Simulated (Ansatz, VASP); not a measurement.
# One calculation of Hf, two programs

```xyz
1
Lattice="0.0000 2.2427 2.2427 2.2427 0.0000 2.2427 2.2427 2.2427 0.0000" Properties=species:S:1:pos:R:3 pbc="T T T"
Hf    0.0000    0.0000    0.0000
```

Alike in both runs: task relaxation of cell and atoms; functional PBE; k mesh 16 × 16 × 16; occupations fermi-dirac, width 0.05 eV; no spin polarisation.

```csv
,VASP,Ansatz
version,VASP 6.6.1,Ansatz 0.2.0
potentials or method,"VASP PAW PBE potentials, release 64 (Hf_pv)","PAW with Ansatz's default frozen-core files, scalar-relativistic"
plane-wave cutoff (eV),600,420
valence electrons in the cell,10,26
```

Ansatz gave:

* relaxed volume (Å³/atom): 22.56
* relaxed length of the cell vector where the two differ most in proportion (Å): 3.172

**Question.** Estimate VASP's values.

**Answer.** Relaxed volume (Å³/atom): 22.46; relaxed length of the cell vector where the two differ most in proportion (Å): 3.167.

VASP's potentials hold 10 valence electrons a cell and Ansatz's 26, so a difference there can come from the potentials and not from the codes.

Spin-orbit coupling is off throughout.
